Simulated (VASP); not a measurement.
# MgO (Fm-3m) in VASP: a series of runs

Runs on MgO. Level: r2SCAN+rVV10. Tasks: single point, relaxation of cell and atoms.

All numbers are computed with VASP 6.6.1; they aren't measurements. Logs are shortened: lines on timing, memory, paths and dates and some standing lists are left out, and cuts for length are marked.

## 1. The cell of the first run

Symmetry: Fm-3m, No. 225, cubic system. The conventional cell has a = 4.162 Å, b = 4.162 Å, c = 4.162 Å, α = 90.00°, β = 90.00°, γ = 90.00°. Mg (site symmetry m-3m) has 6 O at 2.08 Å within 2.8 Å. Within 2.8 Å of O (site symmetry m-3m) lie 6 Mg at 2.08 Å.

## 2. Single point, r2SCAN+rVV10

Input file POSCAR:

```
MgO
1.0
    0.0000000000      2.0807989380      2.0807989380
    2.0807989380      0.0000000000      2.0807989380
    2.0807989380      2.0807989380      0.0000000000
Mg O
1 1
Direct
    0.0000000000      0.0000000000      0.0000000000
    0.5000000000      0.5000000000      0.5000000000
```

Input file INCAR.step1:

```
ALGO = Normal ; EDIFF = 1E-5
ENCUT = 660 ; GGA = PE
GGA_COMPAT = F ; ISMEAR = 0
LASPH = T ; LCHARG = F
LREAL = F ; LWAVE = T
NBANDS = 11 ; NELM = 120
PREC = Accurate ; SIGMA = 0.02
```

Input file INCAR.step2:

```
ALGO = Normal ; BPARAM = 11.95
CPARAM = 0.0093 ; EDIFF = 1E-6
ENCUT = 660 ; GGA_COMPAT = F
ISIF = 2 ; ISMEAR = 0
ISTART = 1 ; IVDW_NL = 2
LASPH = T ; LCHARG = F
LMIXTAU = T ; LREAL = F
LUSE_VDW = T ; LWAVE = F
METAGGA = R2SCAN ; NBANDS = 11
NELM = 120 ; PREC = Accurate
SIGMA = 0.02
```

Input file KPOINTS:

```
k-points
0
Gamma
  10 10 10
```

Potentials or basis: VASP PAW PBE potentials, release 64 (Mg, O).

Command:

```sh
$ cat potpaw_PBE.64/Mg/POTCAR potpaw_PBE.64/O/POTCAR > POTCAR
$ cp INCAR.step1 INCAR
$ mpirun -np 1 vasp_std > vasp.out
$ cp INCAR.step2 INCAR
$ mpirun -np 1 vasp_std > vasp.out
```

OUTCAR:

```text
BPARAM = 11.95
   EDIFF = 1E-6
   ENCUT = 660
   ISIF = 2
   ISMEAR = 0
   ISTART = 1
   IVDW_NL = 2
   LASPH = T
   LREAL = F
   METAGGA = R2SCAN
   NELM = 120
   PREC = Accurate

 ion  position               nearest neighbor table
   1  0.000  0.000  0.000-   2 2.08   2 2.08   2 2.08   2 2.08   2 2.08   2 2.08
   2  0.500  0.500  0.500-   1 2.08   1 2.08   1 2.08   1 2.08   1 2.08   1 2.08

  LATTYP: Found a face centered cubic cell.
 ALAT       =     4.1615978760

  Lattice vectors:

 A1 = (   0.0000000000,   2.0807989380,   2.0807989380)
 A2 = (   2.0807989380,   0.0000000000,   2.0807989380)
 A3 = (   2.0807989380,   2.0807989380,   0.0000000000)

Analysis of symmetry for initial positions (statically):
=====================================================================
 Subroutine PRICEL returns:
 Original cell was already a primitive cell.

 Routine SETGRP: Setting up the symmetry group for a
 face centered cubic supercell.

 Subroutine GETGRP returns: Found 48 space group operations
 (whereof 48 operations were pure point group operations)
 out of a pool of 48 trial point group operations.

The static configuration has the point symmetry O_h .

Analysis of symmetry for dynamics (positions and initial velocities):
=====================================================================
 Subroutine PRICEL returns:
 Original cell was already a primitive cell.

 Routine SETGRP: Setting up the symmetry group for a
 face centered cubic supercell.

 Subroutine GETGRP returns: Found 48 space group operations
 (whereof 48 operations were pure point group operations)
 out of a pool of 48 trial point group operations.

The dynamic configuration has the point symmetry O_h .

 Subroutine INISYM returns: Found 48 space group operations
 (whereof 48 operations are pure point group operations),
 and found     1 'primitive' translations

----------------------------------------------------------------------------------------

                                     Primitive cell

  volume of cell :      18.0186

  direct lattice vectors                    reciprocal lattice vectors
     0.000000000  2.080798938  2.080798938    -0.240292318  0.240292318  0.240292318
     2.080798938  0.000000000  2.080798938     0.240292318 -0.240292318  0.240292318
     2.080798938  2.080798938  0.000000000     0.240292318  0.240292318 -0.240292318

  length of vectors
     2.942694079  2.942694079  2.942694079     0.416198503  0.416198503  0.416198503

  position of ions in fractional coordinates (direct lattice)
     0.000000000  0.000000000  0.000000000
     0.500000000  0.500000000  0.500000000

  ion indices of the primitive-cell ions
   primitive index   ion index
                 1           1
                 2           2

----------------------------------------------------------------------------------------

 KPOINTS: k-points

Automatic generation of k-mesh.
 Grid dimensions read from file:
 generate k-points for:   10   10   10

 Generating k-lattice:

  Cartesian coordinates                     Fractional coordinates (reciprocal lattice)
    -0.024029232  0.024029232  0.024029232     0.100000000  0.000000000  0.000000000
     0.024029232 -0.024029232  0.024029232     0.000000000  0.100000000  0.000000000
     0.024029232  0.024029232 -0.024029232     0.000000000  0.000000000  0.100000000

  Length of vectors
     0.041619850  0.041619850  0.041619850

  Shift w.r.t. Gamma in fractional coordinates (k-lattice)
     0.000000000  0.000000000  0.000000000

 Subroutine IBZKPT returns following result:
 ===========================================

 Found     47 irreducible k-points:

 Following reciprocal coordinates:
            Coordinates               Weight
  0.000000  0.000000  0.000000      1.000000
  0.100000  0.000000  0.000000      8.000000
  0.200000  0.000000  0.000000      8.000000
  0.300000  0.000000  0.000000      8.000000
  0.400000  0.000000  0.000000      8.000000
  0.500000  0.000000  0.000000      4.000000
[... 16 lines left out ...]
  0.300000  0.300000  0.000000      6.000000
  0.400000  0.300000  0.000000     24.000000
 [... further k-points ...]
   k-points           NKPTS =     47   k-points in BZ     NKDIM =     47   number of bands    NBANDS=     11
   number of dos      NEDOS =    301   number of ions     NIONS =      2
   total plane-waves  NPLWV =  21952
   dimension x,y,z NGX =    28 NGY =   28 NGZ =   28
   dimension x,y,z NGXF=    56 NGYF=   56 NGZF=   56
   ions per type =               1   1
   NGX,Y,Z   is equivalent  to a cutoff of  15.82, 15.82, 15.82 a.u.
   NGXF,Y,Z  is equivalent  to a cutoff of  31.64, 31.64, 31.64 a.u.
 SYSTEM =  unknown system
   PREC   = accura    normal or accurate (medium, high low for compatibility)
   ISTART =      1    job   : 0-new  1-cont  2-samecut
   ICHARG =      0    charge: 1-file 2-atom 10-const
   ISPIN  =      1    spin polarized calculation?
   LNONCOLLINEAR =      F non collinear calculations
   LSORBIT =      F    spin-orbit coupling
   LASPH  =      T    aspherical Exc in radial PAW
   ENCUT  =  660.0 eV  48.51 Ry    6.96 a.u.   6.16  6.16  6.16*2*pi/ulx,y,z
   NELM   =    120;   NELMIN=  2; NELMDL=  0     # of ELM steps
   EDIFF  = 0.1E-05   stopping-criterion for ELM
   LREAL  =      F    real-space projection
   EDIFFG = 0.1E-04   stopping-criterion for IOM
   NSW    =      0    number of steps for IOM
   IBRION =     -1    ionic relax: 0-MD 1-quasi-New 2-CG
   NFREE  =      0    steps in history (QN), initial steepest desc. (CG)
   ISIF   =      2    stress and relaxation
   ISYM   =      2    0-nonsym 1-usesym 2-fastsym
   POTIM  = 0.5000    time-step for ionic-motion
   TEBEG  =    0.0;   TEEND  =   0.0 temperature during run
   PSTRESS=    0.0 pullay stress
   NELECT =       8.0000    total number of electrons
   NUPDOWN=      -1.0000    fix difference up-down
   EMIN   =  10.00;   EMAX   =-10.00  energy-range for DOS
   EFERMI =   0.00;   METHOD = LEGACY
   ISMEAR =     0;   SIGMA  =   0.02  broadening in eV -4-tet -1-fermi 0-gaus
   EFERMI_NEDOS =   21; number of points for ismear=-14 and -15
   IALGO  =     38    algorithm
   IMIX   =      4    mixing-type and parameters
     AMIX     =   0.40;   BMIX     =  1.00
     AMIX_MAG =   1.60;   BMIX_MAG =  1.00
  volume/ion in A,a.u.               =       9.01        60.80
  Fermi-wavevector in a.u.,A,eV,Ry     =   1.248911  2.360099 21.222066  1.559778
  Thomas-Fermi vector in A             =   2.382976
   LORBIT       =      0    0 simple, 1 ext, 2 COOP (PROOUT), +10 PAW based schemes
   METAGGA = R2SCAN    functional components
   LHFCALC =     F    Hartree Fock is set to
   AEXX    =    0.0000 exact exchange contribution
   IVDW_NL    =     2    kernel type
   BPARAM     =11.9500
   IVDW    =     0    specifies the selected vdW correction
   LEPSILON=     F    determine dielectric tensor
   LRPA    =     F    only Hartree local field effects (RPA)
 non-spin polarized calculation
 Gauss-broadening in eV      SIGMA  =   0.02
  energy-cutoff  :      660.00
  volume of cell :       18.02
 maximum number of plane-waves:       701
 NGX is ok and might be reduce to    28
   NGX = 13   NGY = 13   NGZ = 13

 number of electron       7.9999999 magnetization

 Free energy of the ion-electron system (eV)
  ---------------------------------------------------
  ext. energy  EPLUGINS =         0.00000000
  ---------------------------------------------------
  free energy    TOTEN  =       -15.89284040 eV

  energy without entropy =      -15.89284040  energy(sigma->0) =      -15.89284040

 E-fermi :   3.1268     XC(G=0): -11.8207

 val. band max:        3.0327074114   @ k =   0.0000   0.0000   0.0000
 cond. band min:       8.9717216583   @ k =   0.0000   0.0000   0.0000
 fundamental gap:      5.9390142468
 Fermi energy:         3.1268407278

 k-point     1 :       0.0000    0.0000    0.0000
  band No.  band energies     occupation
      1     -15.3586      2.00000
      2       3.0327      2.00000
      3       3.0327      2.00000
      4       3.0327      2.00000
      5       8.9717      0.00000
      6      20.0433      0.00000
      7      20.0433      0.00000
      8      20.0433      0.00000
      9      24.2685      0.00000
     10      26.1172      0.00000
     11      26.1172      0.00000

 k-point     2 :       0.1000    0.0000    0.0000
  band No.  band energies     occupation
      1     -15.2478      2.00000
      2       2.3911      2.00000
      3       2.9586      2.00000
      4       2.9586      2.00000
      5       9.5878      0.00000
      6      18.7866      0.00000
      7      20.3099      0.00000
      8      20.3099      0.00000
      9      25.4451      0.00000
     10      25.4451      0.00000
     11      26.0322      0.00000

 k-point     3 :       0.2000    0.0000    0.0000
  band No.  band energies     occupation
      1     -14.9432      2.00000
      2       1.0331      2.00000
      3       2.7711      2.00000
      4       2.7711      2.00000
      5      10.7984      0.00000
      6      17.2876      0.00000
      7      20.8734      0.00000
      8      20.8734      0.00000
      9      24.7606      0.00000
     10      24.7606      0.00000
     11      27.3221      0.00000
[... 267 lines left out ...]
 k-point    23 :       0.3000    0.3000    0.0000
  band No.  band energies     occupation
      1     -14.3241      2.00000
      2      -0.2242      2.00000
      3       2.0380      2.00000
      4       2.0380      2.00000
      5      13.2436      0.00000
      6      14.4435      0.00000
      7      19.0340      0.00000
      8      22.6513      0.00000
      9      22.6513      0.00000
     10      28.9274      0.00000
     11      32.7579      0.00000

 k-point    24 :       0.4000    0.3000    0.0000
  band No.  band energies     occupation
      1     -14.0670      2.00000
      2      -0.6803      2.00000
      3       1.6563      2.00000
      4       1.8802      2.00000
      5      13.8827      0.00000
      6      14.3295      0.00000
      7      18.1784      0.00000
      8      22.9672      0.00000
      9      23.1972      0.00000
     10      29.7636      0.00000
     11      32.2526      0.00000

 [... further k-points ...]

------------------------ aborting loop because EDIFF is reached ----------------------------------------

  FORCE on cell =-STRESS in cart. coord.  units (eV):
  Direction    XX          YY          ZZ          XY          YZ          ZX
  --------------------------------------------------------------------------------------
  -------------------------------------------------------------------------------------
  Total        0.3301539      0.3301539      0.3301539     -0.0000000      0.0000000     -0.0000000
  in kB       29.3566573     29.3566573     29.3566573     -0.0000000      0.0000000     -0.0000000
  external PRESSURE =      29.3566573 kB  Pullay stress =       0.0000000 kB

 VOLUME and BASIS-vectors are now :
 -----------------------------------------------------------------------------
  energy-cutoff  :      660.00
  volume of cell :       18.02
      direct lattice vectors                 reciprocal lattice vectors
     0.000000000  2.080798938  2.080798938    -0.240292318  0.240292318  0.240292318
     2.080798938  0.000000000  2.080798938     0.240292318 -0.240292318  0.240292318
     2.080798938  2.080798938  0.000000000     0.240292318  0.240292318 -0.240292318

 POSITION                                       TOTAL-FORCE (eV/Angst)
 -----------------------------------------------------------------------------------
      0.00000      0.00000      0.00000         0.000000      0.000000      0.000000
      2.08080      2.08080      2.08080        -0.000000     -0.000000     -0.000000
 -----------------------------------------------------------------------------------
    total drift:                                0.000000      0.000000      0.000000

  FREE ENERGIE OF THE ION-ELECTRON SYSTEM (eV)
  ---------------------------------------------------
  free  energy   TOTEN  =       -15.8928403970 eV

  energy  without entropy=      -15.8928403970  energy(sigma->0) =      -15.89284040
```

Run time: 3 min. Hardware: 1 thread of Intel Xeon 8259CL, shared host; peak memory 0.26 GiB.

What came out:

```
Free energy            : -15.8928 eV
Pressure               : 2.9 GPa
Band gap on the k mesh : 5.94 eV
```

Caveat: the PAW data sets were made with another functional, which shifts forces and pressure a little. r2SCAN opens gaps a little over a GGA but as a rule still falls short of measured ones.

(Continued in part 2 of 2.)
